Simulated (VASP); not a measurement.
# HC4 in VASP: single point with PBE

Aim: the single point of HC4 with PBE.

All numbers are computed with VASP 6.6.1; they aren't measurements. Logs are shortened: lines on timing, memory, paths and dates and some standing lists are left out, and cuts for length are marked.

## 1. The cell of the first run

The cell holds a wire or tube with vacuum around it, 10 atoms: a = 18.300 Å, b = 9.300 Å, c = 2.467 Å, α = 90.00°, β = 90.00°, γ = 90.00°.

## 2. Single point, PBE, collinear spin

Contents of INCAR:

```
PREC = Accurate
ENCUT = 520
EDIFF = 1E-6
ISMEAR = 0
SIGMA = 0.05
LREAL = False
LASPH = True
NELM = 150
ALGO = Normal
ISIF = 2
LWAVE = False
LCHARG = True
ISPIN = 2
MAGMOM = 1 0 0 -1 1 0 0 -1 0 0
LORBIT = 11
GGA = PE
LELF = True
LVHAR = True
NBANDS = 32
```

Contents of KPOINTS:

```
Automatic mesh
0
Gamma
  1 1 36
```

Contents of POSCAR:

```
HC4
1.0
   18.3000000000      0.0000000000      0.0000000000
    0.0000000000      9.3000000000      0.0000000000
    0.0000000000      0.0000000000      2.4665450959
C H
8 2
Direct
    0.3443649754      0.5000000000      0.0000000000
    0.4610912439      0.5000000000      0.5000000000
    0.5778175123      0.5000000000      0.0000000000
    0.6945437807      0.5000000000      0.5000000000
    0.3054562193      0.5000000000      0.5000000000
    0.4221824877      0.5000000000      0.0000000000
    0.5389087561      0.5000000000      0.5000000000
    0.6556350246      0.5000000000      0.0000000000
    0.7541066223      0.5000000000      0.5000000000
    0.2458933777      0.5000000000      0.5000000000
```

Potentials or basis: VASP PAW PBE potentials, release 64 (C, H).

Command:

```bash
> cat potpaw_PBE.64/C/POTCAR potpaw_PBE.64/H/POTCAR > POTCAR
> mpirun -np 1 vasp_std > vasp.out
```

OUTCAR:

```text
PREC = Accurate
   ENCUT = 520
   EDIFF = 1E-6
   ISMEAR = 0
   LREAL = False
   LASPH = True
   NELM = 150
   ISIF = 2
   ISPIN = 2
   LORBIT = 11
   GGA = PE

 ion  position               nearest neighbor table
   1  0.344  0.500  0.000-   5 1.42   5 1.42   6 1.42
   2  0.461  0.500  0.500-   7 1.42   6 1.42   6 1.42
   3  0.578  0.500  0.000-   8 1.42   7 1.42   7 1.42
   4  0.695  0.500  0.500-   9 1.09   8 1.42   8 1.42
   5  0.305  0.500  0.500-  10 1.09   1 1.42   1 1.42
   6  0.422  0.500  0.000-   1 1.42   2 1.42   2 1.42
   7  0.539  0.500  0.500-   2 1.42   3 1.42   3 1.42
   8  0.656  0.500  0.000-   4 1.42   4 1.42   3 1.42
   9  0.754  0.500  0.500-   4 1.09
  10  0.246  0.500  0.500-   5 1.09

  LATTYP: Found a simple orthorhombic cell.
 ALAT       =     2.4665450959
 B/A-ratio  =     3.7704560989
 C/A-ratio  =     7.4192845817

  Lattice vectors:

 A1 = (   0.0000000000,   0.0000000000,  -2.4665450959)
 A2 = (   0.0000000000,   9.3000000000,   0.0000000000)
 A3 = (  18.3000000000,   0.0000000000,   0.0000000000)

Analysis of symmetry for initial positions (statically):
=====================================================================
 Subroutine PRICEL returns:
 Original cell was already a primitive cell.

 Routine SETGRP: Setting up the symmetry group for a
 simple orthorhombic supercell.

 Subroutine GETGRP returns: Found  8 space group operations
 (whereof  8 operations were pure point group operations)
 out of a pool of  8 trial point group operations.

The static configuration has the point symmetry D_2h.

Analysis of symmetry for dynamics (positions and initial velocities):
=====================================================================
 Subroutine PRICEL returns:
 Original cell was already a primitive cell.

 Routine SETGRP: Setting up the symmetry group for a
 simple orthorhombic supercell.

 Subroutine GETGRP returns: Found  8 space group operations
 (whereof  8 operations were pure point group operations)
 out of a pool of  8 trial point group operations.

The dynamic configuration has the point symmetry D_2h.

Analysis of structural, dynamic, and magnetic symmetry:
=====================================================================
 Subroutine PRICEL returns:
 Original cell was already a primitive cell.

 Routine SETGRP: Setting up the symmetry group for a
 simple orthorhombic supercell.

 Subroutine GETGRP returns: Found  8 space group operations
 (whereof  8 operations were pure point group operations)
 out of a pool of  8 trial point group operations.

The overall configuration has the point symmetry D_2h.

 Subroutine INISYM returns: Found  8 space group operations
 (whereof  8 operations are pure point group operations),
 and found     1 'primitive' translations

----------------------------------------------------------------------------------------

                                     Primitive cell

  volume of cell :     419.7813

  direct lattice vectors                    reciprocal lattice vectors
    18.300000000  0.000000000  0.000000000     0.054644809  0.000000000  0.000000000
     0.000000000  9.300000000  0.000000000     0.000000000  0.107526882  0.000000000
     0.000000000  0.000000000  2.466545096     0.000000000  0.000000000  0.405425387

  length of vectors
    18.300000000  9.300000000  2.466545096     0.054644809  0.107526882  0.405425387

  position of ions in fractional coordinates (direct lattice)
     0.344364975  0.500000000  0.000000000
     0.461091244  0.500000000  0.500000000
     0.577817512  0.500000000  0.000000000
     0.694543781  0.500000000  0.500000000
     0.305456219  0.500000000  0.500000000
     0.422182488  0.500000000  0.000000000
     0.538908756  0.500000000  0.500000000
     0.655635025  0.500000000  0.000000000
     0.754106622  0.500000000  0.500000000
     0.245893378  0.500000000  0.500000000

  ion indices of the primitive-cell ions
[... 65 lines left out ...]
   NGX,Y,Z   is equivalent  to a cutoff of  12.72, 12.51, 12.13 a.u.
   NGXF,Y,Z  is equivalent  to a cutoff of  25.44, 25.03, 24.26 a.u.
 SYSTEM =  unknown system
   PREC   = accura    normal or accurate (medium, high low for compatibility)
   ISTART =      0    job   : 0-new  1-cont  2-samecut
   ICHARG =      2    charge: 1-file 2-atom 10-const
   ISPIN  =      2    spin polarized calculation?
   LNONCOLLINEAR =      F non collinear calculations
   LSORBIT =      F    spin-orbit coupling
   LASPH  =      T    aspherical Exc in radial PAW
   ENCUT  =  520.0 eV  38.22 Ry    6.18 a.u.  34.03 17.29  4.59*2*pi/ulx,y,z
   NELM   =    150;   NELMIN=  2; NELMDL= -5     # of ELM steps
   EDIFF  = 0.1E-05   stopping-criterion for ELM
   LREAL  =      F    real-space projection
   EDIFFG = 0.1E-04   stopping-criterion for IOM
   NSW    =      0    number of steps for IOM
   IBRION =     -1    ionic relax: 0-MD 1-quasi-New 2-CG
   NFREE  =      0    steps in history (QN), initial steepest desc. (CG)
   ISIF   =      2    stress and relaxation
   ISYM   =      2    0-nonsym 1-usesym 2-fastsym
   POTIM  = 0.5000    time-step for ionic-motion
   TEBEG  =    0.0;   TEEND  =   0.0 temperature during run
   PSTRESS=    0.0 pullay stress
   NELECT =      34.0000    total number of electrons
   NUPDOWN=      -1.0000    fix difference up-down
   EMIN   =  10.00;   EMAX   =-10.00  energy-range for DOS
   EFERMI =   0.00;   METHOD = LEGACY
   ISMEAR =     0;   SIGMA  =   0.05  broadening in eV -4-tet -1-fermi 0-gaus
   EFERMI_NEDOS =   21; number of points for ismear=-14 and -15
   IALGO  =     38    algorithm
   IMIX   =      4    mixing-type and parameters
     AMIX     =   0.40;   BMIX     =  1.00
     AMIX_MAG =   1.60;   BMIX_MAG =  1.00
  volume/ion in A,a.u.               =      41.98       283.28
  Fermi-wavevector in a.u.,A,eV,Ry     =   0.708316  1.338522  6.826191  0.501711
  Thomas-Fermi vector in A             =   1.794598
   LORBIT       =     11    0 simple, 1 ext, 2 COOP (PROOUT), +10 PAW based schemes
   GGA     = PE    functional components
   LHFCALC =     F    Hartree Fock is set to
   AEXX    =    0.0000 exact exchange contribution
   IVDW    =     0    specifies the selected vdW correction
   LEPSILON=     F    determine dielectric tensor
   LRPA    =     F    only Hartree local field effects (RPA)
 spin polarized calculation
 Gauss-broadening in eV      SIGMA  =   0.05
  energy-cutoff  :      520.00
  volume of cell :      419.78
 maximum number of plane-waves:     11379
 NGX is ok and might be reduce to   140
   NGX = 69   NGY = 35   NGZ =  9

 number of electron      34.0000005 magnetization       0.0000000

 number of electron      34.0000005 magnetization      -0.0000000

 Free energy of the ion-electron system (eV)
  ---------------------------------------------------
  ext. energy  EPLUGINS =         0.00000000
  ---------------------------------------------------
  free energy    TOTEN  =       -80.13887161 eV

  energy without entropy =      -80.13887161  energy(sigma->0) =      -80.13887161

 E-fermi :  -2.4867     XC(G=0):  -2.7485

 val. band max:       -2.7281415985   @ k =   0.0000   0.0000   0.4167
 cond. band min:      -2.1287120412   @ k =   0.0000   0.0000   0.4167
 fundamental gap:      0.5994295573
 Fermi energy:        -2.4867105240

 spin component 1

 k-point     1 :       0.0000    0.0000    0.0000
  band No.  band energies     occupation
      1     -21.5366      1.00000
      2     -20.6356      1.00000
      3     -19.2410      1.00000
      4     -17.5397      1.00000
      5     -14.6040      1.00000
      6     -12.3069      1.00000
[... 597 lines left out ...]
     28       7.0273      0.00000
     29       7.0715      0.00000
 Fermi energy:        -2.4867105240

 spin component 2

 k-point     1 :       0.0000    0.0000    0.0000
  band No.  band energies     occupation
      1     -21.5366      1.00000
      2     -20.6356      1.00000
      3     -19.2410      1.00000
      4     -17.5397      1.00000
      5     -14.6040      1.00000
      6     -12.3069      1.00000
[... 597 lines left out ...]
     28       7.0273      0.00000
     29       7.0715      0.00000
 [bands above 29 left out]

------------------------ aborting loop because EDIFF is reached ----------------------------------------

  FORCE on cell =-STRESS in cart. coord.  units (eV):
  Direction    XX          YY          ZZ          XY          YZ          ZX
  --------------------------------------------------------------------------------------
  -------------------------------------------------------------------------------------
  Total        0.3914643     -0.0594118     -1.5260702      0.0000000      0.0000000      0.0000000
  in kB        1.4941000     -0.2267568     -5.8245448      0.0000000      0.0000000      0.0000000
  external PRESSURE =      -1.5190672 kB  Pullay stress =       0.0000000 kB

 VOLUME and BASIS-vectors are now :
 -----------------------------------------------------------------------------
  energy-cutoff  :      520.00
  volume of cell :      419.78
      direct lattice vectors                 reciprocal lattice vectors
    18.300000000  0.000000000  0.000000000     0.054644809  0.000000000  0.000000000
     0.000000000  9.300000000  0.000000000     0.000000000  0.107526882  0.000000000
     0.000000000  0.000000000  2.466545096     0.000000000  0.000000000  0.405425387

 POSITION                                       TOTAL-FORCE (eV/Angst)
 -----------------------------------------------------------------------------------
      6.30188      4.65000      0.00000        -1.631510     -0.000000      0.000000
      8.43797      4.65000      1.23327        -0.434919     -0.000000      0.000000
     10.57406      4.65000      0.00000        -0.654458     -0.000000     -0.000000
     12.71015      4.65000      1.23327        -1.081740     -0.000000      0.000000
      5.58985      4.65000      1.23327         1.081740     -0.000000      0.000000
      7.72594      4.65000      0.00000         0.654458     -0.000000      0.000000
      9.86203      4.65000      1.23327         0.434919     -0.000000     -0.000000
     11.99812      4.65000      0.00000         1.631510     -0.000000      0.000000
     13.80015      4.65000      1.23327         0.014253     -0.000000     -0.000000
      4.49985      4.65000      1.23327        -0.014253      0.000000      0.000000
 -----------------------------------------------------------------------------------
    total drift:                                0.000000     -0.000000     -0.000000

  FREE ENERGIE OF THE ION-ELECTRON SYSTEM (eV)
  ---------------------------------------------------
  free  energy   TOTEN  =       -80.1388716100 eV

  energy  without entropy=      -80.1388716100  energy(sigma->0) =      -80.13887161

 total charge

# of ion       s       p       d       tot
------------------------------------------
    1        0.862   1.773   0.000   2.635
    2        0.863   1.785   0.000   2.647
    3        0.863   1.787   0.000   2.650
    4        0.862   1.742   0.000   2.604
    5        0.862   1.742   0.000   2.604
    6        0.863   1.787   0.000   2.650
    7        0.863   1.785   0.000   2.647
    8        0.862   1.773   0.000   2.635
    9        0.645   0.046   0.000   0.691
   10        0.645   0.046   0.000   0.691
--------------------------------------------------
tot          8.189  14.267   0.000  22.455

 magnetization (x)

# of ion       s       p       d       tot
------------------------------------------
    1       -0.004  -0.034   0.000  -0.038
    2       -0.002  -0.024   0.000  -0.026
    3       -0.003  -0.040   0.000  -0.043
    4       -0.008  -0.135   0.000  -0.143
    5        0.008   0.135   0.000   0.143
    6        0.003   0.040   0.000   0.043
    7        0.002   0.024   0.000   0.026
    8        0.004   0.034   0.000   0.038
    9        0.004  -0.002   0.000   0.002
   10       -0.004   0.002   0.000  -0.002
--------------------------------------------------
tot          0.000   0.000   0.000   0.000
```

Wall time 8.1 min (1 thread of Intel Xeon Platinum 8559C (Emerald Rapids), shared host); peak memory 0.77 GiB.

What came out:

```
Free energy                                           : -80.1389 eV
Largest force                                         : 1.632 eV/Å
Band gap on the k mesh                                : 0.60 eV
Net moment                                            : 0.00 μB per cell
Site moments                                          : C -0.04, -0.03, -0.14, +0.14, +0.04, +0.03 (each value once); H +0.00, -0.00 μB
Valence electrons inside the program's atomic spheres : C 2.63, 2.65, 2.60 (each value once); H 0.69
```

Forces in eV/Å, atoms in the order of the input:
```
C   -1.632  0.000  0.000
C   -0.435  0.000  0.000
C   -0.654  0.000  0.000
C   -1.082  0.000  0.000
C    1.082  0.000  0.000
C    0.654  0.000  0.000
C    0.435  0.000  0.000
C    1.632  0.000  0.000
H    0.014  0.000  0.000
H   -0.014  0.000  0.000
```
